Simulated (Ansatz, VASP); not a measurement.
**One calculation of SnO2, two programs**

```xyz
6
Lattice="4.8450 0.0000 0.0000 0.0000 4.8456 0.0000 0.0000 0.0000 3.2733" Properties=species:S:1:pos:R:3 pbc="T T T"
Sn    2.4225    2.4228    1.6367
Sn    0.0000    0.0000    0.0000
O     1.4923    1.4927    0.0000
O     3.9148    0.9301    1.6367
O     0.9303    3.9155    1.6367
O     3.3528    3.3529    0.0000
```

Change from the starting cell: volume 12.808 Å^3 an atom, stretch along a over the lengths across it, relative to the relaxed cell 1.0000.

Alike in both runs: functional LDA; k mesh 6 × 6 × 10; occupations gaussian, width 0.05 eV; no spin polarisation.

Ansatz relaxed the structure, and its values are those at the end. VASP's run is a single point on that final structure, the one shown.

```csv
,VASP,Ansatz
version,VASP 6.6.1,Ansatz 0.2.0
potentials or method,"VASP PAW LDA potentials, release 64 (Sn_d, O), cutoff 520 eV","scalar-relativistic, plane waves, PAW"
valence electrons in the cell,52,52
```

Ansatz gave:

| Quantity | Value |
| --- | --- |
| gap on the k mesh at the Fermi level (eV) | 0.34 |
| least direct gap on the mesh (eV) | 0.34 |
| pressure (GPa) | -13.5 |
| rms of the force components (eV/Å) | 0.001 |

Which values does VASP return?

gap on the k mesh at the Fermi level (eV): 0.37; least direct gap on the mesh (eV): 0.37; pressure (GPa): -12.7; rms of the force components (eV/Å): 0.012.

LDA's correlation is that of Perdew and Zunger in VASP and of Perdew and Wang (1992) in Ansatz. Ansatz's warnings: stress scf threshold loose.
